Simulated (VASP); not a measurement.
# TaN (P-6m2) in VASP: further runs

TaN is run at these levels: PBEsol; tasks: single point.

All numbers are computed with VASP 6.6.1; they aren't measurements. Logs are shortened: lines on timing, memory, paths and dates and some standing lists are left out, and cuts for length are marked.

## Step 1: The cell of the first run

Symmetry: P-6m2, No. 187, hexagonal system. The conventional cell has a = 2.857 Å, b = 2.857 Å, c = 2.804 Å, α = 90.00°, β = 90.00°, γ = 120.00°. Within 2.9 Å of Ta (site symmetry -6m2) lie 6 N at 2.17 Å and 8 Ta at 2.80 to 2.86 Å. N (site symmetry -6m2) has 6 Ta at 2.17 Å and 8 N at 2.80 to 2.86 Å within 2.9 Å.

## Step 2: Single point, PBEsol

INCAR

```
ALGO     = Normal         # electronic algorithm
EDIFF    = 1E-7           # SCF threshold, eV
ENCUT    = 520            # plane-wave cutoff, eV
GGA      = PS             # functional
ISIF     = 2              # what is computed and relaxed
ISMEAR   = -1             # smearing method
LASPH    = T              # aspherical terms in the spheres
LCHARG   = F              # write CHGCAR
LREAL    = F              # projectors in reciprocal space
LWAVE    = F              # write WAVECAR
NBANDS   = 15             # bands
NELM     = 80             # most SCF steps
PREC     = Accurate       # precision mode
SIGMA    = 0.1            # smearing width, eV
```

KPOINTS

```
k-points
0
Gamma
  11 11 10
```

POSCAR

```
TaN
1.0
    2.8574659714      0.0000000000      0.0000000000
   -1.4287329857      2.4746384754      0.0000000000
    0.0000000000      0.0000000000      2.8039735860
Ta N
1 1
Direct
    0.3333333333      0.6666666667      0.5000000000
    0.0000000000      0.0000000000      0.0000000000
```

Potentials or basis: VASP PAW PBE potentials, release 64 (Ta_pv, N).

Launch:

```bash
> cat potpaw_PBE.64/Ta_pv/POTCAR potpaw_PBE.64/N/POTCAR > POTCAR
> mpirun -np 1 vasp_std > vasp.out
```

OUTCAR:

```text
EDIFF = 1E-7
   ENCUT = 520
   GGA = PS
   ISIF = 2
   ISMEAR = -1
   LASPH = T
   LREAL = F
   NELM = 80
   PREC = Accurate

 ion  position               nearest neighbor table
   1  0.333  0.667  0.500-   2 2.17   2 2.17   2 2.17   2 2.17   2 2.17   2 2.17
   2  0.000  0.000  0.000-   1 2.17   1 2.17   1 2.17   1 2.17   1 2.17   1 2.17

  LATTYP: Found a hexagonal cell.
 ALAT       =     2.8574659714
 C/A-ratio  =     0.9812797822

  Lattice vectors:

 A1 = (   2.8574659714,   0.0000000000,   0.0000000000)
 A2 = (  -1.4287329857,   2.4746384754,   0.0000000000)
 A3 = (   0.0000000000,   0.0000000000,   2.8039735860)

Analysis of symmetry for initial positions (statically):
=====================================================================
 Subroutine PRICEL returns:
 Original cell was already a primitive cell.

 Routine SETGRP: Setting up the symmetry group for a
 hexagonal supercell.

 Subroutine GETGRP returns: Found 12 space group operations
 (whereof 12 operations were pure point group operations)
 out of a pool of 24 trial point group operations.

The static configuration has the point symmetry D_3h.

Analysis of symmetry for dynamics (positions and initial velocities):
=====================================================================
 Subroutine PRICEL returns:
 Original cell was already a primitive cell.

 Routine SETGRP: Setting up the symmetry group for a
 hexagonal supercell.

 Subroutine GETGRP returns: Found 12 space group operations
 (whereof 12 operations were pure point group operations)
 out of a pool of 24 trial point group operations.

The dynamic configuration has the point symmetry D_3h.

 Subroutine INISYM returns: Found 12 space group operations
 (whereof 12 operations are pure point group operations),
 and found     1 'primitive' translations

----------------------------------------------------------------------------------------

                                     Primitive cell

  volume of cell :      19.8274

  direct lattice vectors                    reciprocal lattice vectors
     2.857465971  0.000000000  0.000000000     0.349960423  0.202049716  0.000000000
    -1.428732986  2.474638475  0.000000000     0.000000000  0.404099431  0.000000000
     0.000000000  0.000000000  2.803973586     0.000000000  0.000000000  0.356636740

  length of vectors
[... 89 lines left out ...]
   ISYM   =      2    0-nonsym 1-usesym 2-fastsym
   POTIM  = 0.5000    time-step for ionic-motion
   TEBEG  =    0.0;   TEEND  =   0.0 temperature during run
   PSTRESS=    0.0 pullay stress
   NELECT =      16.0000    total number of electrons
   NUPDOWN=      -1.0000    fix difference up-down
   EMIN   =  10.00;   EMAX   =-10.00  energy-range for DOS
   EFERMI =   0.00;   METHOD = LEGACY
   ISMEAR =    -1;   SIGMA  =   0.10  broadening in eV -4-tet -1-fermi 0-gaus
   EFERMI_NEDOS =   21; number of points for ismear=-14 and -15
   IALGO  =     38    algorithm
   IMIX   =      4    mixing-type and parameters
     AMIX     =   0.40;   BMIX     =  1.00
     AMIX_MAG =   1.60;   BMIX_MAG =  1.00
  volume/ion in A,a.u.               =       9.91        66.90
  Fermi-wavevector in a.u.,A,eV,Ry     =   1.524144  2.880214 31.606524  2.323014
  Thomas-Fermi vector in A             =   2.632491
   LORBIT       =      0    0 simple, 1 ext, 2 COOP (PROOUT), +10 PAW based schemes
   GGA     = PS    functional components
   LHFCALC =     F    Hartree Fock is set to
   AEXX    =    0.0000 exact exchange contribution
   IVDW    =     0    specifies the selected vdW correction
   LEPSILON=     F    determine dielectric tensor
   LRPA    =     F    only Hartree local field effects (RPA)
 non-spin polarized calculation
  energy-cutoff  :      520.00
  volume of cell :       19.83
 maximum number of plane-waves:       549
 NGX is ok and might be reduce to    24
   NGX = 11   NGY = 11   NGZ = 11

 number of electron      16.0000000 magnetization

 Free energy of the ion-electron system (eV)
  ---------------------------------------------------
  ext. energy  EPLUGINS =         0.00000000
  ---------------------------------------------------
  free energy    TOTEN  =       -23.67300803 eV

  energy without entropy =      -23.66991257  energy(sigma->0) =      -23.67146030

 E-fermi :   9.0057     XC(G=0): -13.9658

 val. band max:        8.9449726679   @ k =   0.0000   0.0000   0.4000
 cond. band min:       9.1785269167   @ k =   0.0909  -0.0000   0.5000
 fundamental gap:      0.2335542489
 Fermi energy:         9.0057248769

 k-point     1 :       0.0000    0.0000    0.0000
  band No.  band energies     occupation
      1     -25.5517      2.00000
      2     -25.2358      2.00000
      3     -25.2358      2.00000
      4      -9.3939      2.00000
      5       4.0422      2.00000
      6       4.0422      2.00000
      7       4.3506      2.00000
      8       5.9906      2.00000
      9      11.8405      0.00000
     10      12.9872      0.00000
     11      12.9873      0.00000
     12      13.4647      0.00000
     13      13.4647      0.00000
     14      22.5170      0.00000
[... 401 lines left out ...]
      2     -25.5763      2.00000
      3     -25.3993      2.00000
      4      -8.0270      2.00000
      5       1.9725      2.00000
      6       3.8250      2.00000
      7       4.7948      2.00000
      8       6.1391      2.00000
      9      10.9938      0.00000
     10      12.2134      0.00000
     11      13.9834      0.00000
     12      14.5176      0.00000
     13      15.8632      0.00000
     14      22.3731      0.00000
     15      22.7293      0.00000

 [... further k-points ...]

------------------------ aborting loop because EDIFF is reached ----------------------------------------

  FORCE on cell =-STRESS in cart. coord.  units (eV):
  Direction    XX          YY          ZZ          XY          YZ          ZX
  --------------------------------------------------------------------------------------
  -------------------------------------------------------------------------------------
  Total        3.6355251      3.6355262      4.1073359      0.0000000     -0.0000000      0.0000000
  in kB      293.7723978    293.7724818    331.8975560      0.0000000     -0.0000000      0.0000000
  external PRESSURE =     306.4808119 kB  Pullay stress =       0.0000000 kB

 VOLUME and BASIS-vectors are now :
 -----------------------------------------------------------------------------
  energy-cutoff  :      520.00
  volume of cell :       19.83
      direct lattice vectors                 reciprocal lattice vectors
     2.857465971  0.000000000  0.000000000     0.349960423  0.202049716  0.000000000
    -1.428732986  2.474638475  0.000000000     0.000000000  0.404099431  0.000000000
     0.000000000  0.000000000  2.803973586     0.000000000  0.000000000  0.356636740

 POSITION                                       TOTAL-FORCE (eV/Angst)
 -----------------------------------------------------------------------------------
     -0.00000      1.64976      1.40199         0.000000      0.000000      0.000000
      0.00000      0.00000      0.00000         0.000000     -0.000000      0.000000
 -----------------------------------------------------------------------------------
    total drift:                                0.000000      0.000005     -0.000000

  FREE ENERGIE OF THE ION-ELECTRON SYSTEM (eV)
  ---------------------------------------------------
  free  energy   TOTEN  =       -23.6730080254 eV

  energy  without entropy=      -23.6699125713  energy(sigma->0) =      -23.67146030
```

It took 36 s on 1 thread of Intel Xeon 6975P-C, shared host; peak memory 0.16 GiB.

What came out:

```
Free energy            : -23.6730 eV
Pressure               : 30.6 GPa
Band gap on the k mesh : zero (band 8 reaches 9.41 eV, above the bottom of band 9 at 8.85 eV)
```

Stress tensor (GPa, compression positive):
```
29.38  0.00  0.00
 0.00 29.38  0.00
 0.00  0.00 33.19
```

Levels at points of the mesh, in eV from the Fermi level:
```csv
k point,band 4,band 5,band 6,band 7,band 8,band 9,band 10,band 11,band 12,band 13
"(0.00, 0.00, 0.00)",-18.40,-4.96,-4.96,-4.66,-3.02,2.83,3.98,3.98,4.46,4.46
"(0.00, 0.00, 0.50)",-15.19,-9.92,-4.07,-4.07,-0.15,-0.15,2.68,3.53,3.53,8.87
```

Caveat: the PAW data sets were made with another functional, which shifts forces and pressure a little; spin-orbit coupling is left out, which moves the levels of the heavy elements.

## Step 3: Single point, PBEsol

This run uses another cell than the first one, of 10.20 Å³/atom, 1.029 times its volume.

Edit INCAR of step 2 so:

```diff
@@ -7,7 +7,9 @@
 LASPH    = T              # aspherical terms in the spheres
-LCHARG   = F              # write CHGCAR
+LCHARG   = T              # write CHGCAR
+LELF     = T              # ELF
 LREAL    = F              # projectors in reciprocal space
+LVHAR    = T            
 LWAVE    = F              # write WAVECAR
 NBANDS   = 15             # bands
-NELM     = 80             # most SCF steps
+NELM     = 100            # most SCF steps
 PREC     = Accurate       # precision mode
```

KPOINTS is that of step 2.

POSCAR

```
TaN
1.0
    2.8848118050      0.0000000000      0.0000000000
   -1.4424059025      2.4983206653      0.0000000000
    0.0000000000      0.0000000000      2.8308074996
Ta N
1 1
Direct
    0.3333333333      0.6666666667      0.5000000000
    0.0000000000      0.0000000000      0.0000000000
```

Potentials or basis: VASP PAW PBE potentials, release 64 (Ta_pv, N).

Launch:

```bash
> cat potpaw_PBE.64/Ta_pv/POTCAR potpaw_PBE.64/N/POTCAR > POTCAR
> mpirun -np 1 vasp_std > vasp.out
```

Wall time 41 s (1 thread of Intel Xeon 6975P-C, shared host); peak memory 0.16 GiB.

Results (log left out):

- Free energy: -23.7591 eV
- Pressure: 17.4 GPa
- Band gap on the k mesh: zero (band 8 reaches 9.09 eV, above the bottom of band 9 at 8.55 eV)

Stress tensor (GPa, compression positive):
```
16.61  0.00  0.00
 0.00 16.61  0.00
 0.00  0.00 18.87
```

Levels at points of the mesh, in eV from the Fermi level:
| k point | band 4 | band 5 | band 6 | band 7 | band 8 | band 9 | band 10 | band 11 | band 12 | band 13 |
| --- | --- | --- | --- | --- | --- | --- | --- | --- | --- | --- |
| (0.00, 0.00, 0.00) | -18.17 | -4.82 | -4.82 | -4.50 | -2.98 | 2.62 | 3.85 | 3.85 | 4.29 | 4.29 |
| (0.00, 0.00, 0.50) | -15.15 | -9.74 | -3.96 | -3.96 | -0.13 | -0.13 | 2.60 | 3.45 | 3.45 | 8.62 |

Caveat: the PAW data sets were made with another functional, which shifts forces and pressure a little; spin-orbit coupling is left out, which moves the levels of the heavy elements.

## Step 4: Single point, PBEsol

This run uses another cell than the first one, of 10.49 Å³/atom, 1.058 times its volume.

INCAR

```
SYSTEM = TaN
ALGO = Normal ; EDIFF = 1E-6
ENCUT = 520 ; GGA = PS
ISIF = 2 ; ISMEAR = -1
LASPH = .TRUE. ; LCHARG = .FALSE.
LREAL = .FALSE. ; LWAVE = .FALSE.
NBANDS = 15 ; NELM = 80
PREC = Accurate ; SIGMA = 0.1
```

KPOINTS

```
k-points
0
G
  11 11 10
  0 0 0
```

POSCAR

```
TaN
1.0
    2.9116488047      0.0000000000      0.0000000000
   -1.4558244024      2.5215621922      0.0000000000
    0.0000000000      0.0000000000      2.8571421048
Ta N
1 1
Direct
    0.3333333333      0.6666666667      0.5000000000
    0.0000000000      0.0000000000      0.0000000000
```

Potentials or basis: VASP PAW PBE potentials, release 64 (Ta_pv, N).

Launch:

```bash
> cat potpaw_PBE.64/Ta_pv/POTCAR potpaw_PBE.64/N/POTCAR > POTCAR
> mpirun -np 1 vasp_std > vasp.out
```

OUTCAR:

```text
SYSTEM = TaN
   EDIFF = 1E-6
   ENCUT = 520
   GGA = PS
   ISIF = 2
   ISMEAR = -1
   LASPH = .TRUE.
   LREAL = .FALSE.
   NELM = 80
   PREC = Accurate

 ion  position               nearest neighbor table
   1  0.333  0.667  0.500-   2 2.21   2 2.21   2 2.21   2 2.21   2 2.21   2 2.21
   2  0.000  0.000  0.000-   1 2.21   1 2.21   1 2.21   1 2.21   1 2.21   1 2.21

  LATTYP: Found a hexagonal cell.
 ALAT       =     2.9116488047
 C/A-ratio  =     0.9812797822

  Lattice vectors:

 A1 = (   2.9116488047,   0.0000000000,   0.0000000000)
 A2 = (  -1.4558244024,   2.5215621922,   0.0000000000)
 A3 = (   0.0000000000,   0.0000000000,   2.8571421048)

Analysis of symmetry for initial positions (statically):
=====================================================================
 Subroutine PRICEL returns:
 Original cell was already a primitive cell.

 Routine SETGRP: Setting up the symmetry group for a
 hexagonal supercell.

 Subroutine GETGRP returns: Found 12 space group operations
 (whereof 12 operations were pure point group operations)
 out of a pool of 24 trial point group operations.

The static configuration has the point symmetry D_3h.
[... 175 lines left out ...]
      6       3.6935      2.00000
      7       4.0230      2.00000
      8       5.4366      2.00000
      9      10.7971      0.00000
     10      12.1024      0.00000
     11      12.1024      0.00000
     12      12.5140      0.00000
     13      12.5140      0.00000
     14      21.5625      0.00000
[... 401 lines left out ...]
      2     -26.3442      2.00000
      3     -26.1768      2.00000
      4      -8.3333      2.00000
      5       1.6672      2.00000
      6       3.4297      2.00000
      7       4.3487      2.00000
      8       5.7007      2.00000
      9      10.2615      0.00000
     10      11.3910      0.00000
     11      12.9145      0.00000
     12      13.4902      0.00000
     13      14.7108      0.00000
     14      21.3692      0.00000
     15      21.8774      0.00000

 [... further k-points ...]

------------------------ aborting loop because EDIFF is reached ----------------------------------------

  FORCE on cell =-STRESS in cart. coord.  units (eV):
  Direction    XX          YY          ZZ          XY          YZ          ZX
  --------------------------------------------------------------------------------------
  -------------------------------------------------------------------------------------
  Total        0.7280105      0.7280107      0.8478967     -0.0000000      0.0000000      0.0000000
  in kB       55.6042131     55.6042290     64.7609225     -0.0000000      0.0000000      0.0000000
  external PRESSURE =      58.6564549 kB  Pullay stress =       0.0000000 kB

 VOLUME and BASIS-vectors are now :
 -----------------------------------------------------------------------------
  energy-cutoff  :      520.00
  volume of cell :       20.98
      direct lattice vectors                 reciprocal lattice vectors
     2.911648805  0.000000000  0.000000000     0.343448014  0.198289775  0.000000000
    -1.455824402  2.521562192  0.000000000     0.000000000  0.396579550  0.000000000
     0.000000000  0.000000000  2.857142105     0.000000000  0.000000000  0.350000092

 POSITION                                       TOTAL-FORCE (eV/Angst)
 -----------------------------------------------------------------------------------
     -0.00000      1.68104      1.42857         0.000000     -0.000000      0.000000
      0.00000      0.00000      0.00000        -0.000000      0.000000      0.000000
 -----------------------------------------------------------------------------------
    total drift:                                0.000000      0.000005     -0.000000

  FREE ENERGIE OF THE ION-ELECTRON SYSTEM (eV)
  ---------------------------------------------------
  free  energy   TOTEN  =       -23.8007427243 eV

  energy  without entropy=      -23.7979747693  energy(sigma->0) =      -23.79935875
```

OSZICAR:

```text
N       E                     dE             d eps       ncg     rms          rms(c)
DAV:   1     0.908930558598E+02    0.90893E+02   -0.88185E+03  2880   0.113E+03
DAV:   2    -0.233004539333E+02   -0.11419E+03   -0.10751E+03  3468   0.310E+02
DAV:   3    -0.261054338564E+02   -0.28050E+01   -0.27913E+01  3244   0.453E+01
DAV:   4    -0.261165661327E+02   -0.11132E-01   -0.11129E-01  3776   0.309E+00
DAV:   5    -0.261166273976E+02   -0.61265E-04   -0.61263E-04  3300   0.214E-01    0.251E+01
DAV:   6    -0.238914424444E+02    0.22252E+01   -0.34717E+00  3742   0.224E+01    0.109E+01
DAV:   7    -0.238355123072E+02    0.55930E-01   -0.57131E-01  3083   0.576E+00    0.726E+00
DAV:   8    -0.238081758964E+02    0.27336E-01   -0.13713E-01  3566   0.309E+00    0.150E+00
DAV:   9    -0.238008500611E+02    0.73258E-02   -0.15094E-02  3265   0.101E+00    0.177E-01
DAV:  10    -0.238008220654E+02    0.27996E-04   -0.10978E-03  3629   0.390E-01    0.866E-02
DAV:  11    -0.238007420337E+02    0.80032E-04   -0.10148E-04  3335   0.110E-01    0.969E-03
DAV:  12    -0.238007427711E+02   -0.73739E-06   -0.13134E-05  3104   0.323E-02    0.503E-03
DAV:  13    -0.238007427243E+02    0.46793E-07   -0.29295E-08  1552   0.175E-03
   1 F= -.23800743E+02 E0= -.23799359E+02  d E =-.276796E-02
```

stdout:

```text
POSCAR found type information on POSCAR TaN
 POSCAR found :  2 types and       2 ions
 scaLAPACK will be used
 -----------------------------------------------------------------------------
|                                                                             |
|                                                                             |
|     You enforced a specific xc type in the INCAR file but a different       |
|     I HOPE YOU KNOW WHAT YOU ARE DOING!                                     |
|                                                                             |
 -----------------------------------------------------------------------------

 LDA part: xc-table for (Slater+PW92), standard interpolation
 POSCAR, INCAR and KPOINTS ok, starting setup
 FFT: planning ... GRIDC
 FFT: planning ... GRID_SOFT
 FFT: planning ... GRID
 WAVECAR not read
 entering main loop
```

It took 42 s on 1 thread of Intel Xeon 6975P-C, shared host; peak memory 0.16 GiB.

Results:

```yaml
Free_energy: -23.8007 eV
Pressure: 5.9 GPa
Band_gap_on_the_k_mesh: zero (band 8 reaches 8.78 eV, above the bottom of band 9 at 8.27 eV)
```

Levels at points of the mesh, in eV from the Fermi level:
```
           k point  band 6  band 7  band 8  band 9  band 10  band 11
(0.00, 0.00, 0.00)   -4.69   -4.36   -2.95    2.41     3.72     3.72
(0.00, 0.00, 0.50)   -3.85   -3.85   -0.12   -0.12     2.51     3.37
```

Caveat: the PAW data sets were made with another functional, which shifts forces and pressure a little; spin-orbit coupling is left out, which moves the levels of the heavy elements.

## Step 5: Single point, PBEsol

This run uses another cell than the first one, of 11.06 Å³/atom, 1.116 times its volume.

INCAR

```
PREC = Accurate
ENCUT = 520
EDIFF = 1E-7
ISMEAR = -1
SIGMA = 0.1
LREAL = F
LASPH = T
NELM = 80
ALGO = Normal
ISIF = 2
LWAVE = F
LCHARG = F
GGA = PS
NBANDS = 15
```

KPOINTS

```
Automatic mesh
0
Gamma
  11 11 10
```

POSCAR

```
TaN
1.0
    2.9638867964      0.0000000000      0.0000000000
   -1.4819433982      2.5668016265      0.0000000000
    0.0000000000      0.0000000000      2.9084021899
Ta N
1 1
Direct
    0.3333333333      0.6666666667      0.5000000000
    0.0000000000      0.0000000000      0.0000000000
```

Launch:

```bash
> cat potpaw_PBE.64/Ta_pv/POTCAR potpaw_PBE.64/N/POTCAR > POTCAR
> mpirun -np 1 vasp_std > vasp.out
```

It took 43 s on 1 thread of Intel Xeon 6975P-C, shared host; peak memory 0.16 GiB.

Results (log left out):

```yaml
Free_energy: -23.7740 eV
Pressure: -12.7 GPa
Band_gap_on_the_k_mesh: zero (band 8 reaches 8.20 eV, above the bottom of band 9 at 7.72 eV)
```

Stress tensor (GPa, compression positive):
```
-12.28   0.00   0.00
  0.00 -12.28   0.00
  0.00   0.00 -13.53
```

Levels at points of the mesh, in eV from the Fermi level:
| k point | band 5 | band 6 | band 7 | band 8 | band 9 | band 10 | band 11 | band 12 |
| --- | --- | --- | --- | --- | --- | --- | --- | --- |
| (0.00, 0.00, 0.00) | -4.45 | -4.45 | -4.11 | -2.88 | 2.01 | 3.47 | 3.47 | 3.82 |
| (0.00, 0.00, 0.50) | -9.23 | -3.66 | -3.66 | -0.10 | -0.10 | 2.36 | 3.22 | 3.22 |

Caveat: the PAW data sets were made with another functional, which shifts forces and pressure a little; spin-orbit coupling is left out, which moves the levels of the heavy elements.

[end of part 1 of 2]
